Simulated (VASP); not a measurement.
# GaAs (F-43m) in VASP: further runs

GaAs is run at these levels: PBE-based screened hybrid with 25 % exact exchange, PBE-based screened hybrid with 50 % exact exchange, PBE-based global hybrid with 35 % exact exchange; tasks: single point.

All numbers are computed with VASP 6.6.1; they aren't measurements. Logs are shortened: lines on timing, memory, paths and dates and some standing lists are left out, and cuts for length are marked.

### 1 The cell of the first run

The structure is cubic, space group F-43m (No. 216). The conventional cell has a = 5.654 Å, b = 5.654 Å, c = 5.654 Å, α = 90.00°, β = 90.00°, γ = 90.00°. Within 3.2 Å of Ga (site symmetry -43m) lie 4 As at 2.45 Å. As (site symmetry -43m) has 4 Ga at 2.45 Å within 3.2 Å.

### 2 Single point, PBE-based screened hybrid with 25 % exact exchange

POSCAR reads:

```
GaAs
1.0
    0.0000000000      2.8268505379      2.8268505379
    2.8268505379      0.0000000000      2.8268505379
    2.8268505379      2.8268505379      0.0000000000
Ga As
1 1
Direct
    0.0000000000      0.0000000000      0.0000000000
    0.7500000000      0.7500000000      0.7500000000
```

INCAR.step1 reads:

```
SYSTEM = GaAs
ALGO     = Normal         ! electronic algorithm
EDIFF    = 1E-5           ! SCF threshold, eV
ENCUT    = 520            ! plane-wave cutoff, eV
GGA      = PE             ! functional
ISIF     = 2              ! what is computed and relaxed
ISMEAR   = 0              ! smearing method
LASPH    = .TRUE.         ! aspherical terms in the spheres
LREAL    = .FALSE.        ! projectors in reciprocal space
LWAVE    = .TRUE.         ! write WAVECAR
NBANDS   = 16             ! bands
NELM     = 100            ! most SCF steps
PREC     = Accurate       ! precision mode
SIGMA    = 0.05           ! smearing width, eV
```

INCAR.step2 reads:

```
SYSTEM = GaAs
AEXX     = 0.25           ! exact-exchange fraction
ALGO     = Normal         ! electronic algorithm
EDIFF    = 1E-6           ! SCF threshold, eV
ENCUT    = 520            ! plane-wave cutoff, eV
GGA      = PE             ! functional
HFSCREEN = 0.1            ! screening, 1/A
ISIF     = 2              ! what is computed and relaxed
ISMEAR   = 0              ! smearing method
ISTART   = 1            
LASPH    = .TRUE.         ! aspherical terms in the spheres
LCHARG   = .TRUE.         ! write CHGCAR
LELF     = .TRUE.         ! ELF
LHFCALC  = .TRUE.         ! exact exchange
LREAL    = .FALSE.        ! projectors in reciprocal space
LVHAR    = .TRUE.       
LWAVE    = .FALSE.        ! write WAVECAR
NBANDS   = 16             ! bands
NELM     = 100            ! most SCF steps
PREC     = Accurate       ! precision mode
PRECFOCK = Normal       
SIGMA    = 0.05           ! smearing width, eV
```

KPOINTS reads:

```
k-points
0
G
  4 4 4
  0 0 0
```

Potentials or basis: VASP PAW PBE potentials, release 64 (Ga_d, As).

On the command line:

```console
cat potpaw_PBE.64/Ga_d/POTCAR potpaw_PBE.64/As/POTCAR > POTCAR
cp INCAR.step1 INCAR
mpirun -np 1 vasp_std > vasp.out
cp INCAR.step2 INCAR
mpirun -np 1 vasp_std > vasp.out
```

OUTCAR:

```text
SYSTEM = GaAs
   AEXX = 0.25
   EDIFF = 1E-6
   ENCUT = 520
   GGA = PE
   HFSCREEN = 0.1
   ISIF = 2
   ISMEAR = 0
   ISTART = 1
   LASPH = .TRUE.
   LHFCALC = .TRUE.
   LREAL = .FALSE.
   NELM = 100
   PREC = Accurate
   PRECFOCK = Normal

 ion  position               nearest neighbor table
   1  0.000  0.000  0.000-   2 2.45   2 2.45   2 2.45   2 2.45
   2  0.750  0.750  0.750-   1 2.45   1 2.45   1 2.45   1 2.45

  LATTYP: Found a face centered cubic cell.
 ALAT       =     5.6537010758

  Lattice vectors:

 A1 = (   0.0000000000,   2.8268505379,   2.8268505379)
 A2 = (   2.8268505379,   0.0000000000,   2.8268505379)
 A3 = (   2.8268505379,   2.8268505379,   0.0000000000)

Analysis of symmetry for initial positions (statically):
=====================================================================
 Subroutine PRICEL returns:
 Original cell was already a primitive cell.

 Routine SETGRP: Setting up the symmetry group for a
 face centered cubic supercell.

 Subroutine GETGRP returns: Found 24 space group operations
 (whereof 24 operations were pure point group operations)
 out of a pool of 48 trial point group operations.

The static configuration has the point symmetry T_d .

Analysis of symmetry for dynamics (positions and initial velocities):
=====================================================================
 Subroutine PRICEL returns:
 Original cell was already a primitive cell.

 Routine SETGRP: Setting up the symmetry group for a
 face centered cubic supercell.

 Subroutine GETGRP returns: Found 24 space group operations
 (whereof 24 operations were pure point group operations)
 out of a pool of 48 trial point group operations.

The dynamic configuration has the point symmetry T_d .

 Subroutine INISYM returns: Found 24 space group operations
 (whereof 24 operations are pure point group operations),
 and found     1 'primitive' translations

----------------------------------------------------------------------------------------

                                     Primitive cell

  volume of cell :      45.1792

  direct lattice vectors                    reciprocal lattice vectors
     0.000000000  2.826850538  2.826850538    -0.176875287  0.176875287  0.176875287
     2.826850538  0.000000000  2.826850538     0.176875287 -0.176875287  0.176875287
     2.826850538  2.826850538  0.000000000     0.176875287  0.176875287 -0.176875287

  length of vectors
     3.997770369  3.997770369  3.997770369     0.306356984  0.306356984  0.306356984

  position of ions in fractional coordinates (direct lattice)
     0.000000000  0.000000000  0.000000000
     0.750000000  0.750000000  0.750000000

  ion indices of the primitive-cell ions
   primitive index   ion index
                 1           1
                 2           2

----------------------------------------------------------------------------------------

 KPOINTS: k-points

Automatic generation of k-mesh.
 Grid dimensions read from file:
 generate k-points for:    4    4    4

 Generating k-lattice:

  Cartesian coordinates                     Fractional coordinates (reciprocal lattice)
    -0.044218822  0.044218822  0.044218822     0.250000000  0.000000000  0.000000000
     0.044218822 -0.044218822  0.044218822     0.000000000  0.250000000  0.000000000
     0.044218822  0.044218822 -0.044218822     0.000000000  0.000000000  0.250000000

  Length of vectors
     0.076589246  0.076589246  0.076589246

  Shift w.r.t. Gamma in fractional coordinates (k-lattice)
     0.000000000  0.000000000  0.000000000

 Subroutine IBZKPT returns following result:
 ===========================================

 Found      8 irreducible k-points:

 Following reciprocal coordinates:
            Coordinates               Weight
  0.000000  0.000000  0.000000      1.000000
  0.250000  0.000000  0.000000      8.000000
  0.500000  0.000000  0.000000      4.000000
  0.250000  0.250000  0.000000      6.000000
  0.500000  0.250000  0.000000     24.000000
 -0.250000  0.250000  0.000000     12.000000
  0.500000  0.500000  0.000000      3.000000
 -0.250000  0.500000  0.250000      6.000000
   k-points           NKPTS =      8   k-points in BZ     NKDIM =     64   number of bands    NBANDS=     16
   number of dos      NEDOS =    301   number of ions     NIONS =      2
   total plane-waves  NPLWV =  27000
   dimension x,y,z NGX =    30 NGY =   30 NGZ =   30
   dimension x,y,z NGXF=    60 NGYF=   60 NGZF=   60
   ions per type =               1   1
   NGX,Y,Z   is equivalent  to a cutoff of  12.48, 12.48, 12.48 a.u.
   NGXF,Y,Z  is equivalent  to a cutoff of  24.95, 24.95, 24.95 a.u.
 SYSTEM =  GaAs
   PREC   = accura    normal or accurate (medium, high low for compatibility)
   ISTART =      1    job   : 0-new  1-cont  2-samecut
   ICHARG =      0    charge: 1-file 2-atom 10-const
   ISPIN  =      1    spin polarized calculation?
   LNONCOLLINEAR =      F non collinear calculations
   LSORBIT =      F    spin-orbit coupling
   LASPH  =      T    aspherical Exc in radial PAW
   ENCUT  =  520.0 eV  38.22 Ry    6.18 a.u.   7.43  7.43  7.43*2*pi/ulx,y,z
   NELM   =    100;   NELMIN=  2; NELMDL=  0     # of ELM steps
   EDIFF  = 0.1E-05   stopping-criterion for ELM
   LREAL  =      F    real-space projection
   EDIFFG = 0.1E-04   stopping-criterion for IOM
   NSW    =      0    number of steps for IOM
   IBRION =     -1    ionic relax: 0-MD 1-quasi-New 2-CG
   NFREE  =      0    steps in history (QN), initial steepest desc. (CG)
   ISIF   =      2    stress and relaxation
   ISYM   =      3    0-nonsym 1-usesym 2-fastsym
   POTIM  = 0.5000    time-step for ionic-motion
   TEBEG  =    0.0;   TEEND  =   0.0 temperature during run
   PSTRESS=    0.0 pullay stress
   NELECT =      18.0000    total number of electrons
   NUPDOWN=      -1.0000    fix difference up-down
   EMIN   =  10.00;   EMAX   =-10.00  energy-range for DOS
   EFERMI =   0.00;   METHOD = LEGACY
   ISMEAR =     0;   SIGMA  =   0.05  broadening in eV -4-tet -1-fermi 0-gaus
   EFERMI_NEDOS =   21; number of points for ismear=-14 and -15
   IALGO  =     38    algorithm
   IMIX   =      1    mixing-type and parameters
     AMIX     =   0.40;   BMIX     =  1.00
     AMIX_MAG =   1.60;   BMIX_MAG =  1.00
  volume/ion in A,a.u.               =      22.59       152.44
  Fermi-wavevector in a.u.,A,eV,Ry     =   1.204628  2.276416 19.743791  1.451128
  Thomas-Fermi vector in A             =   2.340347
   LORBIT       =      0    0 simple, 1 ext, 2 COOP (PROOUT), +10 PAW based schemes
   GGA     = PE    functional components
   LHFCALC =     T    Hartree Fock is set to
   PRECFOCK=normal    Normal, Fast or Accurate (Low or Medium for compatibility)
   ENCUT4O =  -1.0   cutoff for four orbital integrals eV
   NKREDX  =     1    reduce k-point grid by
   NKREDY  =     1    reduce k-point grid by
   NKREDZ  =     1    reduce k-point grid by
   AEXX    =    0.2500 exact exchange contribution
   HFSCREEN=    0.1000 screening length (either q_TF or 0.3 A-1)
   HFSCREENC=   0.1000 screening length for correlation (either q_TF or 0.3 A-1)
   ENCUTFOCK=  -1.0 apply spherical cutoff to Coloumb kernel
   IVDW    =     0    specifies the selected vdW correction
   LEPSILON=     F    determine dielectric tensor
   LRPA    =     F    only Hartree local field effects (RPA)
 non-spin polarized calculation
 Gauss-broadening in eV      SIGMA  =   0.05
  energy-cutoff  :      520.00
  volume of cell :       45.18
 maximum number of plane-waves:      1243
 NGX is ok and might be reduce to    30
  NGX = 24; NGY = 24; NGZ = 24

 number of electron      17.9999995 magnetization

 Free energy of the ion-electron system (eV)
  ---------------------------------------------------
  ext. energy  EPLUGINS =         0.00000000
  ---------------------------------------------------
  free energy    TOTEN  =       -10.17473086 eV

  energy without entropy =      -10.17473086  energy(sigma->0) =      -10.17473086

 E-fermi :   3.5761     XC(G=0):  -7.7632

 val. band max:        3.3436553275   @ k =   0.0000   0.0000   0.0000
 cond. band min:       5.1445417108   @ k =   0.0000   0.0000   0.0000
 fundamental gap:      1.8008863833
 Fermi energy:         3.5760727672

 k-point     1 :       0.0000    0.0000    0.0000
  band No.  band energies     occupation
      1     -14.0941      2.00000
      2     -14.0941      2.00000
      3     -14.0941      2.00000
      4     -14.0131      2.00000
      5     -14.0131      2.00000
      6     -10.6477      2.00000
[... 8 lines left out ...]
     15      14.7938      0.00000
     16      14.7938      0.00000

 k-point     2 :       0.2500    0.0000    0.0000
  band No.  band energies     occupation
      1     -14.1209      2.00000
      2     -14.0839      2.00000
      3     -14.0839      2.00000
      4     -14.0131      2.00000
      5     -14.0131      2.00000
      6      -9.8995      2.00000
[... 8 lines left out ...]
     15      13.6452      0.00000
     16      13.6452      0.00000

 k-point     3 :       0.5000    0.0000    0.0000
  band No.  band energies     occupation
      1     -14.1461      2.00000
      2     -14.0759      2.00000
      3     -14.0759      2.00000
      4     -14.0107      2.00000
      5     -14.0107      2.00000
      6      -8.7219      2.00000
[... 8 lines left out ...]
     15      16.7496      0.00000
     16      16.7496      0.00000

 k-point     4 :       0.2500    0.2500    0.0000
  band No.  band energies     occupation
      1     -14.1385      2.00000
      2     -14.0726      2.00000
      3     -14.0726      2.00000
      4     -14.0229      2.00000
      5     -14.0078      2.00000
      6      -9.6404      2.00000
[... 8 lines left out ...]
     15      15.8559      0.00000
     16      16.2889      0.00000

 k-point     5 :       0.5000    0.2500    0.0000
  band No.  band energies     occupation
      1     -14.1577      2.00000
      2     -14.0662      2.00000
      3     -14.0622      2.00000
      4     -14.0230      2.00000
      5     -14.0075      2.00000
      6      -8.3995      2.00000
[... 8 lines left out ...]
     15      16.8727      0.00000
     16      17.4944      0.00000

 k-point     6 :      -0.2500    0.2500    0.0000
  band No.  band energies     occupation
      1     -14.1451      2.00000
      2     -14.0724      2.00000
      3     -14.0716      2.00000
      4     -14.0150      2.00000
      5     -14.0134      2.00000
      6      -8.8588      2.00000
[... 8 lines left out ...]
     15      15.2330      0.00000
     16      17.5937      0.00000

 k-point     7 :       0.5000    0.5000    0.0000
  band No.  band energies     occupation
      1     -14.1760      2.00000
      2     -14.0501      2.00000
      3     -14.0501      2.00000
      4     -14.0350      2.00000
      5     -14.0023      2.00000
      6      -7.8946      2.00000
[... 8 lines left out ...]
     15      18.1661      0.00000
     16      18.1682      0.00000

 k-point     8 :      -0.2500    0.5000    0.2500
  band No.  band energies     occupation
      1     -14.1632      2.00000
      2     -14.0663      2.00000
      3     -14.0529      2.00000
      4     -14.0237      2.00000
      5     -14.0098      2.00000
      6      -7.8348      2.00000
[... 8 lines left out ...]
     15      17.1734      0.00000
     16      18.2109      0.00000

------------------------ aborting loop because EDIFF is reached ----------------------------------------

  FORCE on cell =-STRESS in cart. coord.  units (eV):
  Direction    XX          YY          ZZ          XY          YZ          ZX
  --------------------------------------------------------------------------------------
  -------------------------------------------------------------------------------------
  Total        0.2692534      0.2692534      0.2692534      0.0000000     -0.0000000      0.0000000
  in kB        9.5484589      9.5484589      9.5484589      0.0000000     -0.0000000      0.0000000
  external PRESSURE =       9.5484589 kB  Pullay stress =       0.0000000 kB

 VOLUME and BASIS-vectors are now :
 -----------------------------------------------------------------------------
  energy-cutoff  :      520.00
  volume of cell :       45.18
      direct lattice vectors                 reciprocal lattice vectors
     0.000000000  2.826850538  2.826850538    -0.176875287  0.176875287  0.176875287
     2.826850538  0.000000000  2.826850538     0.176875287 -0.176875287  0.176875287
     2.826850538  2.826850538  0.000000000     0.176875287  0.176875287 -0.176875287

 POSITION                                       TOTAL-FORCE (eV/Angst)
 -----------------------------------------------------------------------------------
      0.00000      0.00000      0.00000        -0.000000      0.000000     -0.000000
      4.24028      4.24028      4.24028         0.000000     -0.000000      0.000000
 -----------------------------------------------------------------------------------
    total drift:                                0.000063      0.000076      0.000053

  FREE ENERGIE OF THE ION-ELECTRON SYSTEM (eV)
  ---------------------------------------------------
  free  energy   TOTEN  =       -10.1747308637 eV

  energy  without entropy=      -10.1747308637  energy(sigma->0) =      -10.17473086
```

Wall time 14 min (1 thread of Intel Xeon 8259CL, shared host); peak memory 0.28 GiB.

Results:

- Free energy: -10.1747 eV
- Pressure: 1.0 GPa
- Band gap on the k mesh: 1.80 eV

Caveat: the k points lie up to 0.48 Å⁻¹ apart; the PAW data sets were made with another functional, which shifts forces and pressure a little. A k mesh can miss the band edges.

### 3 Single point, PBE-based screened hybrid with 50 % exact exchange

POSCAR is that of step 2.

INCAR.step1 reads:

```
SYSTEM = GaAs
  ALGO = Normal
  EDIFF = 1E-5
  ENCUT = 520
  GGA = PE
  ISIF = 2
  ISMEAR = 0
  LASPH = .True.
  LREAL = .False.
  LWAVE = .True.
  NBANDS = 16
  NELM = 100
  PREC = Accurate
  SIGMA = 0.05
```

INCAR.step2 reads:

```
SYSTEM = GaAs
  AEXX = 0.5
  ALGO = Normal
  EDIFF = 1E-6
  ENCUT = 520
  GGA = PE
  HFSCREEN = 0.20787
  ISIF = 2
  ISMEAR = 0
  ISTART = 1
  LASPH = .True.
  LCHARG = .True.
  LELF = .True.
  LHFCALC = .True.
  LREAL = .False.
  LVHAR = .True.
  LWAVE = .False.
  NBANDS = 16
  NELM = 100
  PREC = Accurate
  PRECFOCK = Normal
  SIGMA = 0.05
```

KPOINTS reads:

```
k-points
0
Gamma
  4 4 4
  0 0 0
```

Potentials or basis: VASP PAW PBE potentials, release 64 (Ga_d, As).

On the command line:

```console
cat potpaw_PBE.64/Ga_d/POTCAR potpaw_PBE.64/As/POTCAR > POTCAR
cp INCAR.step1 INCAR
mpirun -np 1 vasp_std > vasp.out
cp INCAR.step2 INCAR
mpirun -np 1 vasp_std > vasp.out
```

Wall time 15 min (1 thread of Intel Xeon 8259CL, shared host); peak memory 0.28 GiB.

It converged, with:

* Free energy: -11.5373 eV
* Pressure: -1.0 GPa
* Band gap on the k mesh: 2.55 eV

Levels at points of the mesh, in eV from the valence-band top:
```
           k point  band 6  band 7  band 8  band 9  band 10  band 11  band 12  band 13
(0.00, 0.00, 0.00)  -15.09    0.00    0.00    0.00     2.55     5.46     5.46     5.46
(0.50, 0.00, 0.00)  -13.01   -7.66   -1.30   -1.30     2.72     6.38     6.38     9.63
(0.50, 0.50, 0.00)  -12.12   -7.83   -3.08   -3.08     2.80     3.15    12.95    12.95
```

Caveat: the k points lie up to 0.48 Å⁻¹ apart; the PAW data sets were made with another functional, which shifts forces and pressure a little. A k mesh can miss the band edges.

(Continued in part 2 of 2.)
